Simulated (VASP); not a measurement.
A run of VASP 6.6.1:

INCAR

```
PREC     = Accurate       # precision mode
ENCUT    = 520            # plane-wave cutoff, eV
EDIFF    = 1E-6           # SCF threshold, eV
ISMEAR   = -1             # smearing method
SIGMA    = 0.1            # smearing width, eV
LREAL    = F              # projectors in reciprocal space
LASPH    = T              # aspherical terms in the spheres
NELM     = 100            # most SCF steps
ALGO     = Normal         # electronic algorithm
ISIF     = 2              # what is computed and relaxed
LWAVE    = F              # write WAVECAR
LCHARG   = F              # write CHGCAR
GGA      = PE             # functional
NBANDS   = 26             # bands
```

The input KPOINTS:

```
regular mesh
0
Gamma
  8 8 11
```

File POSCAR:

```
In
1.0
    5.3102707647      0.0000000000      0.0000000000
   -2.6551353824      4.5988293832      0.0000000000
    0.0000000000      0.0000000000      3.2923232638
In
3
Direct
    0.0000000000      1.0000000000      0.0000000000
    0.3333333333      0.6666666667      0.5000000000
    0.6666666667      0.3333333333      0.5000000000
```

Potentials or basis: VASP PAW PBE potentials, release 64 (In_d).

The run is started by

```console
$ cat potpaw_PBE.64/In_d/POTCAR > POTCAR
$ mpirun -np 1 vasp_std > vasp.out
```

Hardware: 1 thread of AMD EPYC 7R13 (shared host).

**Question.** How long does it take, and how much memory?

**Answer.** Run time: 2.6 min on 1 thread of AMD EPYC 7R13 (shared host), peak memory 0.21 GiB. Counts: scf iterations 11, k points 60.
